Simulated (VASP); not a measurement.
Set up this calculation in VASP 6.6.1, as the native input.

| Quantity | Value |
| --- | --- |
| Task | single point |
| Functional | PBEsol |
| Potentials or basis | VASP PAW PBE potentials, release 64 (Fe, Si) |
| Cutoff | 520 eV |
| k mesh | 8 × 8 × 8 |
| Occupations | gaussian, width 0.01 eV |
| Spin | no spin polarisation |
| Dipole correction | no |
| Further INCAR settings | ALGO = Normal; EDIFF = 1e-06; NBANDS = 34 |

The structure of FeSi lies in POSCAR:

```
FeSi
1.0
    4.4300000000      0.0000000000      0.0000000000
    0.0000000000      4.4300000000      0.0000000000
    0.0000000000      0.0000000000      4.4300000000
Fe Si
4 4
Direct
    0.1360513759      0.1360513759      0.1360513759
    0.3639486241      0.8639486241      0.6360513759
    0.6360513759      0.3639486241      0.8639486241
    0.8639486241      0.6360513759      0.3639486241
    0.8406163289      0.8406163289      0.8406163289
    0.6593836711      0.1593836711      0.3406163289
    0.3406163289      0.6593836711      0.1593836711
    0.1593836711      0.3406163289      0.6593836711
```

One way to write it, as run:

INCAR

```
PREC = Accurate
ENCUT = 520
EDIFF = 1E-6
ISMEAR = 0
SIGMA = 0.01
LREAL = False
LASPH = True
NELM = 100
ALGO = Normal
ISIF = 2
LWAVE = False
LCHARG = False
GGA = PS
NBANDS = 34
```

KPOINTS

```
Automatic mesh
0
Gamma
  8 8 8
```

Potentials or basis: VASP PAW PBE potentials, release 64 (Fe, Si).

Command:

```console
$ cat potpaw_PBE.64/Fe/POTCAR potpaw_PBE.64/Si/POTCAR > POTCAR
$ mpirun -np 1 vasp_std > vasp.out
```

It gave:

| Quantity | Value |
| --- | --- |
| Pressure | -3.5 GPa |
| Largest force | 0.045 eV/Å |
| Band gap on the k mesh | 0.14 eV (least direct gap 0.16 eV) |

Caveat: the cell stands under tension; the PAW data sets were made with another functional, which shifts forces and pressure a little.

Wall time 3.5 min on 1 thread of Intel Xeon 8259CL, on a shared host, peak memory 0.26 GiB.
